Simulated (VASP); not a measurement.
# TePb in VASP: further runs, part 2 of 3

VASP 6.6.1. Earlier steps stand in the parts before.

## 3. Single point, PBE (uniaxial x strain -2.0%)

INCAR reads:

```
SYSTEM = TePb
PREC = Accurate
ENCUT = 520
EDIFF = 1E-6
ISMEAR = -1
SIGMA = 0.02
LREAL = .FALSE.
LASPH = .TRUE.
NELM = 80
ALGO = Normal
ISIF = 2
LWAVE = .FALSE.
LCHARG = .FALSE.
GGA = PE
NBANDS = 17
```

KPOINTS reads:

```
regular mesh
0
G
  8 8 8
  0 0 0
```

POSCAR reads:

```
TePb
1.0
    0.0000000000      3.2678368520      3.2678368520
    3.2024801150      0.0000000000      3.2678368520
    3.2024801150      3.2678368520      0.0000000000
Pb Te
1 1
Direct
    0.0000000000      0.0000000000      0.0000000000
    0.5000000000      0.5000000000      0.5000000000
```

Potentials or basis: VASP PAW PBE potentials, release 64 (Pb_d, Te).

On the command line:

```
cat potpaw_PBE.64/Pb_d/POTCAR potpaw_PBE.64/Te/POTCAR > POTCAR
mpirun -np 1 vasp_std > vasp.out
```

OUTCAR:

```text
SYSTEM = TePb
   PREC = Accurate
   ENCUT = 520
   EDIFF = 1E-6
   ISMEAR = -1
   LREAL = .FALSE.
   LASPH = .TRUE.
   NELM = 80
   ISIF = 2
   GGA = PE

 ion  position               nearest neighbor table
   1  0.000  0.000  0.000-   2 3.20   2 3.20   2 3.27   2 3.27   2 3.27   2 3.27
   2  0.500  0.500  0.500-   1 3.20   1 3.20   1 3.27   1 3.27   1 3.27   1 3.27

  LATTYP: Found a body centered tetragonal cell.
 ALAT       =     4.6214191957
 C/A-ratio  =     1.3859292911

  Lattice vectors:

 A1 = (  -3.2024801150,   0.0000000000,  -3.2678368520)
 A2 = (  -3.2024801150,   0.0000000000,   3.2678368520)
 A3 = (   3.2024801150,   3.2678368520,   0.0000000000)

Analysis of symmetry for initial positions (statically):
=====================================================================
 Subroutine PRICEL returns:
 Original cell was already a primitive cell.

 Routine SETGRP: Setting up the symmetry group for a
 body centered tetragonal supercell.

 Subroutine GETGRP returns: Found 16 space group operations
 (whereof 16 operations were pure point group operations)
 out of a pool of 16 trial point group operations.

The static configuration has the point symmetry D_4h.

Analysis of symmetry for dynamics (positions and initial velocities):
=====================================================================
 Subroutine PRICEL returns:
 Original cell was already a primitive cell.

 Routine SETGRP: Setting up the symmetry group for a
 body centered tetragonal supercell.

 Subroutine GETGRP returns: Found 16 space group operations
 (whereof 16 operations were pure point group operations)
 out of a pool of 16 trial point group operations.

The dynamic configuration has the point symmetry D_4h.

 Subroutine INISYM returns: Found 16 space group operations
 (whereof 16 operations are pure point group operations),
 and found     1 'primitive' translations

----------------------------------------------------------------------------------------

[... 107 lines left out ...]
   ISMEAR =    -1;   SIGMA  =   0.02  broadening in eV -4-tet -1-fermi 0-gaus
   EFERMI_NEDOS =   21; number of points for ismear=-14 and -15
   IALGO  =     38    algorithm
   IMIX   =      4    mixing-type and parameters
     AMIX     =   0.40;   BMIX     =  1.00
     AMIX_MAG =   1.60;   BMIX_MAG =  1.00
  volume/ion in A,a.u.               =      34.20       230.78
  Fermi-wavevector in a.u.,A,eV,Ry     =   1.086607  2.053389 16.064595  1.180714
  Thomas-Fermi vector in A             =   2.222747
   LORBIT       =      0    0 simple, 1 ext, 2 COOP (PROOUT), +10 PAW based schemes
   GGA     = PE    functional components
[... 5 lines left out ...]
 non-spin polarized calculation
  energy-cutoff  :      520.00
  volume of cell :       68.40
 maximum number of plane-waves:      1861
 NGX is ok and might be reduce to    36
   NGX = 17   NGY = 17   NGZ = 17

 number of electron      20.0000004 magnetization

 Free energy of the ion-electron system (eV)
  ---------------------------------------------------
  ext. energy  EPLUGINS =         0.00000000
  ---------------------------------------------------
  free energy    TOTEN  =        -7.50494323 eV

  energy without entropy =       -7.50494323  energy(sigma->0) =       -7.50494323

 E-fermi :   5.8327     XC(G=0):  -9.2376

 val. band max:        5.4578904785   @ k =   0.5000  -0.0000  -0.0000
 cond. band min:       6.2013019398   @ k =   0.5000  -0.0000  -0.0000
 fundamental gap:      0.7434114613
 Fermi energy:         5.8327257548

 k-point     1 :       0.0000    0.0000    0.0000
  band No.  band energies     occupation
      1     -11.2561      2.00000
      2     -11.2481      2.00000
      3     -11.2477      2.00000
      4     -11.2416      2.00000
      5     -11.2416      2.00000
      6      -6.4595      2.00000
[... 457 lines left out ...]
      4     -11.2350      2.00000
      5     -11.2325      2.00000
      6      -5.6914      2.00000
[... 9 lines left out ...]
     16      14.0839      0.00000
     17      15.1090      0.00000

 [... further k-points ...]

------------------------ aborting loop because EDIFF is reached ----------------------------------------

  FORCE on cell =-STRESS in cart. coord.  units (eV):
  Direction    XX          YY          ZZ          XY          YZ          ZX
  --------------------------------------------------------------------------------------
  -------------------------------------------------------------------------------------
  Total        1.3251848      0.2890270      0.2890270      0.0000000      0.0000000     -0.0000000
  in kB       31.0420126      6.7703610      6.7703610      0.0000000      0.0000000     -0.0000000
  external PRESSURE =      14.8609115 kB  Pullay stress =       0.0000000 kB

 VOLUME and BASIS-vectors are now :
 -----------------------------------------------------------------------------
  energy-cutoff  :      520.00
  volume of cell :       68.40
      direct lattice vectors                 reciprocal lattice vectors
     0.000000000  3.267836852  3.267836852    -0.156128994  0.153006415  0.153006415
     3.202480115  0.000000000  3.267836852     0.156128994 -0.153006415  0.153006415
     3.202480115  3.267836852  0.000000000     0.156128994  0.153006415 -0.153006415

 POSITION                                       TOTAL-FORCE (eV/Angst)
 -----------------------------------------------------------------------------------
      0.00000      0.00000      0.00000         0.000000      0.000000      0.000000
      3.20248      3.26784      3.26784         0.000000      0.000000      0.000000
 -----------------------------------------------------------------------------------
    total drift:                               -0.000000      0.000000      0.000000

  FREE ENERGIE OF THE ION-ELECTRON SYSTEM (eV)
  ---------------------------------------------------
  free  energy   TOTEN  =        -7.5049432283 eV

  energy  without entropy=       -7.5049432282  energy(sigma->0) =       -7.50494323
```

Run time: 55 s. Hardware: 1 thread of Intel Xeon Platinum 8488C (Sapphire Rapids), shared host; peak memory 0.24 GiB.

What came out:

| Item | Value |
| --- | --- |
| Free energy | -7.5049 eV |
| Pressure | 1.5 GPa |
| Band gap on the k mesh | 0.74 eV, direct |

Stress tensor (GPa, compression positive):
```
3.10 0.00 0.00
0.00 0.68 0.00
0.00 0.00 0.68
```

Levels at points of the mesh, in eV from the valence-band top:
```csv
k point,band 7,band 8,band 9,band 10,band 11,band 12,band 13,band 14
"(0.00, 0.00, 0.00)",-5.64,-1.44,-1.24,-1.24,3.90,3.90,4.37,5.78
"(0.50, 0.00, 0.00)",-8.53,-0.88,-0.83,0.00,0.74,1.25,1.35,8.36
"(0.50, 0.50, 0.00)",-7.23,-4.39,-2.82,-2.61,3.36,5.20,5.70,6.52
"(0.00, 0.50, 0.50)",-7.38,-4.43,-2.76,-2.76,3.30,5.36,5.36,6.82
```

Caveat: the cell differs from its parent crystal (uniaxial x strain -2.0%); spin-orbit coupling is left out, which moves the levels of the heavy elements. A k mesh can miss the band edges.

## 4. Single point, PBE (uniaxial z strain -0.5%)

INCAR reads:

```
ALGO = Normal ; EDIFF = 1E-7
ENCUT = 520 ; GGA = PE
ISIF = 2 ; ISMEAR = -1
LASPH = T ; LCHARG = T
LELF = T ; LREAL = F
LVHAR = T ; LWAVE = F
NBANDS = 17 ; NELM = 60
PREC = Accurate ; SIGMA = 0.02
```

KPOINTS reads:

```
k-points
0
Gamma
  8 8 8
```

POSCAR reads:

```
TePb
1.0
    0.0000000000      3.2678368520      3.2514976677
    3.2678368520      0.0000000000      3.2514976677
    3.2678368520      3.2678368520      0.0000000000
Pb Te
1 1
Direct
    0.0000000000      0.0000000000      0.0000000000
    0.5000000000      0.5000000000      0.5000000000
```

On the command line:

```
cat potpaw_PBE.64/Pb_d/POTCAR potpaw_PBE.64/Te/POTCAR > POTCAR
mpirun -np 1 vasp_std > vasp.out
```

Run time: 64 s. Hardware: 1 thread of Intel Xeon Platinum 8488C (Sapphire Rapids), shared host; peak memory 0.24 GiB.

It converged, with:

* Free energy: -7.5190 eV
* Pressure: 0.8 GPa
* Band gap on the k mesh: 0.79 eV, direct

Stress tensor (GPa, compression positive):
```
0.61 0.00 0.00
0.00 0.61 0.00
0.00 0.00 1.16
```

Levels at points of the mesh, in eV from the valence-band top:
| k point | band 8 | band 9 | band 10 | band 11 | band 12 | band 13 |
| --- | --- | --- | --- | --- | --- | --- |
| (0.00, 0.00, 0.00) | -1.27 | -1.22 | -1.22 | 4.01 | 4.01 | 4.12 |
| (0.50, 0.00, 0.00) | -0.80 | -0.79 | 0.00 | 0.79 | 1.34 | 1.36 |
| (0.50, 0.50, 0.00) | -4.28 | -2.64 | -2.64 | 3.41 | 5.36 | 5.36 |
| (0.50, 0.00, 0.50) | -4.26 | -2.65 | -2.60 | 3.43 | 5.32 | 5.44 |

Caveat: the cell differs from its parent crystal (uniaxial z strain -0.5%); spin-orbit coupling is left out, which moves the levels of the heavy elements. A k mesh can miss the band edges.

## 5. Single point, PBE (strain along [111] +2.0%)

INCAR reads:

```
PREC = Accurate ; ENCUT = 520
EDIFF = 1E-7 ; ISMEAR = -1
SIGMA = 0.02 ; LREAL = False
LASPH = True ; NELM = 100
ALGO = Normal ; ISIF = 2
LWAVE = False ; LCHARG = False
GGA = PE ; NBANDS = 17
```

KPOINTS reads:

```
regular mesh
0
Gamma
  8 8 8
```

POSCAR reads:

```
TePb
1.0
    0.0435711580      3.3114080100      3.3114080100
    3.3114080100      0.0435711580      3.3114080100
    3.3114080100      3.3114080100      0.0435711580
Pb Te
1 1
Direct
    0.0000000000      0.0000000000      0.0000000000
    0.5000000000      0.5000000000      0.5000000000
```

Potentials or basis: VASP PAW PBE potentials, release 64 (Pb_d, Te).

On the command line:

```
cat potpaw_PBE.64/Pb_d/POTCAR potpaw_PBE.64/Te/POTCAR > POTCAR
mpirun -np 1 vasp_std > vasp.out
```

OUTCAR:

```text
PREC = Accurate
   ENCUT = 520
   EDIFF = 1E-7
   ISMEAR = -1
   LREAL = False
   LASPH = True
   NELM = 100
   ISIF = 2
   GGA = PE

 ion  position               nearest neighbor table
   1  0.000  0.000  0.000-   2 3.29   2 3.29   2 3.29   2 3.29   2 3.29   2 3.29
   2  0.500  0.500  0.500-   1 3.29   1 3.29   1 3.29   1 3.29   1 3.29   1 3.29

  LATTYP: Found a trigonal (rhomboedric) cell.
 ALAT       =     4.6832408077
 COS(alpha) =     0.5131134770

  Lattice vectors:

 A1 = (   0.0435711580,   3.3114080100,   3.3114080100)
 A2 = (   3.3114080100,   0.0435711580,   3.3114080100)
 A3 = (   3.3114080100,   3.3114080100,   0.0435711580)

Analysis of symmetry for initial positions (statically):
=====================================================================
 Subroutine PRICEL returns:
 Original cell was already a primitive cell.

 Routine SETGRP: Setting up the symmetry group for a
 trigonal (rhombohedral) supercell.

 Subroutine GETGRP returns: Found 12 space group operations
 (whereof 12 operations were pure point group operations)
 out of a pool of 12 trial point group operations.

The static configuration has the point symmetry D_3d.

Analysis of symmetry for dynamics (positions and initial velocities):
=====================================================================
 Subroutine PRICEL returns:
 Original cell was already a primitive cell.

 Routine SETGRP: Setting up the symmetry group for a
 trigonal (rhombohedral) supercell.

 Subroutine GETGRP returns: Found 12 space group operations
 (whereof 12 operations were pure point group operations)
 out of a pool of 12 trial point group operations.

The dynamic configuration has the point symmetry D_3d.

 Subroutine INISYM returns: Found 12 space group operations
 (whereof 12 operations are pure point group operations),
 and found     1 'primitive' translations

----------------------------------------------------------------------------------------

                                     Primitive cell

  volume of cell :      71.1887

  direct lattice vectors                    reciprocal lattice vectors
     0.043571158  3.311408010  3.311408010    -0.154006456  0.152006373  0.152006373
     3.311408010  0.043571158  3.311408010     0.152006373 -0.154006456  0.152006373
     3.311408010  3.311408010  0.043571158     0.152006373  0.152006373 -0.154006456

  length of vectors
     4.683240808  4.683240808  4.683240808     0.264442552  0.264442552  0.264442552

  position of ions in fractional coordinates (direct lattice)
     0.000000000  0.000000000  0.000000000
     0.500000000  0.500000000  0.500000000

  ion indices of the primitive-cell ions
   primitive index   ion index
                 1           1
                 2           2

----------------------------------------------------------------------------------------

 KPOINTS: regular mesh

Automatic generation of k-mesh.
 Grid dimensions read from file:
 generate k-points for:    8    8    8

 Generating k-lattice:

  Cartesian coordinates                     Fractional coordinates (reciprocal lattice)
    -0.019250807  0.019000797  0.019000797     0.125000000  0.000000000  0.000000000
     0.019000797 -0.019250807  0.019000797     0.000000000  0.125000000  0.000000000
     0.019000797  0.019000797 -0.019250807     0.000000000  0.000000000  0.125000000

  Length of vectors
     0.033055319  0.033055319  0.033055319

  Shift w.r.t. Gamma in fractional coordinates (k-lattice)
     0.000000000  0.000000000  0.000000000

 Subroutine IBZKPT returns following result:
 ===========================================

 Found     65 irreducible k-points:

 Following reciprocal coordinates:
            Coordinates               Weight
  0.000000  0.000000  0.000000      1.000000
  0.125000 -0.000000 -0.000000      6.000000
  0.250000 -0.000000 -0.000000      6.000000
  0.375000  0.000000 -0.000000      6.000000
  0.500000 -0.000000 -0.000000      3.000000
  0.125000  0.125000  0.000000      6.000000
[... 16 lines left out ...]
  0.250000  0.125000  0.125000      6.000000
  0.375000  0.125000  0.125000      6.000000
 [... further k-points ...]
   k-points           NKPTS =     65   k-points in BZ     NKDIM =     65   number of bands    NBANDS=     17
   number of dos      NEDOS =    301   number of ions     NIONS =      2
   total plane-waves  NPLWV =  46656
   dimension x,y,z NGX =    36 NGY =   36 NGZ =   36
   dimension x,y,z NGXF=    72 NGYF=   72 NGZF=   72
   ions per type =               1   1
   NGX,Y,Z   is equivalent  to a cutoff of  12.78, 12.78, 12.78 a.u.
   NGXF,Y,Z  is equivalent  to a cutoff of  25.56, 25.56, 25.56 a.u.
 SYSTEM =  unknown system
   PREC   = accura    normal or accurate (medium, high low for compatibility)
   ISTART =      0    job   : 0-new  1-cont  2-samecut
   ICHARG =      2    charge: 1-file 2-atom 10-const
   ISPIN  =      1    spin polarized calculation?
   LNONCOLLINEAR =      F non collinear calculations
   LSORBIT =      F    spin-orbit coupling
   LASPH  =      T    aspherical Exc in radial PAW
   ENCUT  =  520.0 eV  38.22 Ry    6.18 a.u.   8.71  8.71  8.71*2*pi/ulx,y,z
   NELM   =    100;   NELMIN=  2; NELMDL= -5     # of ELM steps
   EDIFF  = 0.1E-06   stopping-criterion for ELM
   LREAL  =      F    real-space projection
   EDIFFG = 0.1E-05   stopping-criterion for IOM
   NSW    =      0    number of steps for IOM
   IBRION =     -1    ionic relax: 0-MD 1-quasi-New 2-CG
   NFREE  =      0    steps in history (QN), initial steepest desc. (CG)
   ISIF   =      2    stress and relaxation
   ISYM   =      2    0-nonsym 1-usesym 2-fastsym
   POTIM  = 0.5000    time-step for ionic-motion
   TEBEG  =    0.0;   TEEND  =   0.0 temperature during run
   PSTRESS=    0.0 pullay stress
   NELECT =      20.0000    total number of electrons
   NUPDOWN=      -1.0000    fix difference up-down
   EMIN   =  10.00;   EMAX   =-10.00  energy-range for DOS
   EFERMI =   0.00;   METHOD = LEGACY
   ISMEAR =    -1;   SIGMA  =   0.02  broadening in eV -4-tet -1-fermi 0-gaus
   EFERMI_NEDOS =   21; number of points for ismear=-14 and -15
   IALGO  =     38    algorithm
   IMIX   =      4    mixing-type and parameters
     AMIX     =   0.40;   BMIX     =  1.00
     AMIX_MAG =   1.60;   BMIX_MAG =  1.00
  volume/ion in A,a.u.               =      35.59       240.20
  Fermi-wavevector in a.u.,A,eV,Ry     =   1.072213  2.026189 15.641812  1.149641
  Thomas-Fermi vector in A             =   2.207976
   LORBIT       =      0    0 simple, 1 ext, 2 COOP (PROOUT), +10 PAW based schemes
   GGA     = PE    functional components
[... 5 lines left out ...]
 non-spin polarized calculation
  energy-cutoff  :      520.00
  volume of cell :       71.19
 maximum number of plane-waves:      1930
   NGX = 17   NGY = 17   NGZ = 17

 number of electron      20.0000001 magnetization

 Free energy of the ion-electron system (eV)
  ---------------------------------------------------
  ext. energy  EPLUGINS =         0.00000000
  ---------------------------------------------------
  free energy    TOTEN  =        -7.52116762 eV

  energy without entropy =       -7.52116762  energy(sigma->0) =       -7.52116762

 E-fermi :   5.3698     XC(G=0):  -9.0601

 val. band max:        5.0188334046   @ k =   0.5000   0.5000   0.5000
 cond. band min:       5.7412402583   @ k =   0.5000  -0.0000  -0.0000
 fundamental gap:      0.7224068537
 Fermi energy:         5.3697923524

 k-point     1 :       0.0000    0.0000    0.0000
  band No.  band energies     occupation
      1     -11.6978      2.00000
      2     -11.6978      2.00000
      3     -11.6914      2.00000
      4     -11.6914      2.00000
      5     -11.6904      2.00000
      6      -6.6380      2.00000
[... 9 lines left out ...]
     16      10.9414      0.00000
     17      12.3353      0.00000

 k-point     2 :       0.1250   -0.0000   -0.0000
  band No.  band energies     occupation
      1     -11.6992      2.00000
      2     -11.6980      2.00000
      3     -11.6912      2.00000
      4     -11.6906      2.00000
      5     -11.6886      2.00000
      6      -6.5133      2.00000
[... 9 lines left out ...]
     16      11.2287      0.00000
     17      13.2692      0.00000
[... 421 lines left out ...]
 k-point    24 :       0.3750    0.1250    0.1250
  band No.  band energies     occupation
      1     -11.7056      2.00000
      2     -11.7041      2.00000
      3     -11.6892      2.00000
      4     -11.6850      2.00000
      5     -11.6806      2.00000
      6      -5.9072      2.00000
[... 9 lines left out ...]
     16      13.3993      0.00000
     17      14.2399      0.00000

 [... further k-points ...]

------------------------ aborting loop because EDIFF is reached ----------------------------------------

  FORCE on cell =-STRESS in cart. coord.  units (eV):
  Direction    XX          YY          ZZ          XY          YZ          ZX
  --------------------------------------------------------------------------------------
  -------------------------------------------------------------------------------------
  Total       -0.0915709     -0.0915709     -0.0915709     -0.0849166     -0.0849166     -0.0849166
  in kB       -2.0608984     -2.0608984     -2.0608984     -1.9111367     -1.9111367     -1.9111367
  external PRESSURE =      -2.0608984 kB  Pullay stress =       0.0000000 kB

 VOLUME and BASIS-vectors are now :
 -----------------------------------------------------------------------------
  energy-cutoff  :      520.00
  volume of cell :       71.19
      direct lattice vectors                 reciprocal lattice vectors
     0.043571158  3.311408010  3.311408010    -0.154006456  0.152006373  0.152006373
     3.311408010  0.043571158  3.311408010     0.152006373 -0.154006456  0.152006373
     3.311408010  3.311408010  0.043571158     0.152006373  0.152006373 -0.154006456

 POSITION                                       TOTAL-FORCE (eV/Angst)
 -----------------------------------------------------------------------------------
      0.00000      0.00000      0.00000         0.000000     -0.000000      0.000000
      3.33319      3.33319      3.33319        -0.000000      0.000000     -0.000000
 -----------------------------------------------------------------------------------
    total drift:                               -0.000000      0.000000      0.000000

  FREE ENERGIE OF THE ION-ELECTRON SYSTEM (eV)
  ---------------------------------------------------
  free  energy   TOTEN  =        -7.5211676235 eV

  energy  without entropy=       -7.5211676234  energy(sigma->0) =       -7.52116762
```

Wall time 57 s (1 thread of Intel Xeon Platinum 8488C (Sapphire Rapids), shared host); peak memory 0.24 GiB.

What came out:

| Quantity | Value |
| --- | --- |
| Free energy | -7.5212 eV |
| Pressure | -0.2 GPa |
| Band gap on the k mesh | 0.72 eV, indirect (least direct gap 0.83 eV) |

Levels at points of the mesh, in eV from the valence-band top:
| k point | band 8 | band 9 | band 10 | band 11 | band 12 | band 13 |
| --- | --- | --- | --- | --- | --- | --- |
| (0.00, 0.00, 0.00) | -1.32 | -1.16 | -1.16 | 3.93 | 3.93 | 3.98 |
| (0.50, 0.00, 0.00) | -0.84 | -0.78 | -0.10 | 0.72 | 1.28 | 1.34 |
| (0.50, 0.50, 0.00) | -4.15 | -2.63 | -2.51 | 3.45 | 5.18 | 5.23 |
| (0.50, 0.50, 0.50) | -0.74 | -0.74 | 0.00 | 0.85 | 1.41 | 1.41 |

Caveat: the cell differs from its parent crystal (strain along [111] +2.0%); spin-orbit coupling is left out, which moves the levels of the heavy elements. A k mesh can miss the band edges.

(Continued in part 3 of 3.)
